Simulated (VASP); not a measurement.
Set up this calculation in VASP 6.6.1, as the native input.

- Task: single point
- Functional: r2SCAN
- Potentials or basis: VASP PAW PBE potentials, release 64 (Ba_sv, Te)
- Cutoff: 520 eV
- k mesh: 6 × 6 × 6
- Occupations: gaussian, width 0.01 eV
- Spin: no spin polarisation
- Dipole correction: no
- Further INCAR settings: ALGO = Normal; EDIFF = 1e-06; NBANDS = 15

BaTe:

```
Ba Te
1.0
     0.00000    3.70901    3.48467
     3.70901    0.00000    3.48467
     3.70901    3.70901    0.00000
Ba Te
1 1
Direct
  0.00000 0.00000 0.00000
  0.50000 0.50000 0.50000
```

This cell differs from its parent crystal: epitaxial xy strain +5.0%.

One way to write it, as run:

POSCAR

```
BaTe
1.0
    0.0000000000      3.7090061762      3.4846684716
    3.7090061762      0.0000000000      3.4846684716
    3.7090061762      3.7090061762      0.0000000000
Ba Te
1 1
Direct
    0.0000000000      0.0000000000      0.0000000000
    0.5000000000      0.5000000000      0.5000000000
```

INCAR.step1

```
SYSTEM = BaTe
PREC = Accurate ; ENCUT = 520
ISMEAR = 0 ; SIGMA = 0.01
LREAL = .False. ; LASPH = .True.
NELM = 80 ; NBANDS = 15
GGA = PE ; ALGO = Normal
EDIFF = 1E-4 ; LWAVE = .True.
LCHARG = .False.
```

INCAR.step2

```
SYSTEM = BaTe
PREC = Accurate ; ENCUT = 520
EDIFF = 1E-6 ; ISMEAR = 0
SIGMA = 0.01 ; LREAL = .False.
LASPH = .True. ; NELM = 80
ALGO = Normal ; ISIF = 2
LWAVE = .False. ; LCHARG = .False.
METAGGA = R2SCAN ; LMIXTAU = .True.
NBANDS = 15 ; ISTART = 1
```

KPOINTS

```
Automatic mesh
0
Gamma
  6 6 6
  0 0 0
```

Potentials or basis: VASP PAW PBE potentials, release 64 (Ba_sv, Te).

Command:

```console
$ cat potpaw_PBE.64/Ba_sv/POTCAR potpaw_PBE.64/Te/POTCAR > POTCAR
$ cp INCAR.step1 INCAR
$ mpirun -np 1 vasp_std > vasp.out
$ cp INCAR.step2 INCAR
$ mpirun -np 1 vasp_std > vasp.out
```

It gave:

```json
{
 "Pressure": "-1.6 GPa",
 "Band gap on the k mesh": "1.99 eV (least direct gap 2.39 eV)"
}
```

Caveat: the cell differs from its parent crystal (epitaxial xy strain +5.0%); the PAW data sets were made with another functional, which shifts forces and pressure a little; spin-orbit coupling is left out, which moves the levels of the heavy elements.

It took 2.2 min on 1 thread of AMD EPYC 9R45 96-Core Processor (Zen 5) (shared host), peak memory 0.25 GiB.
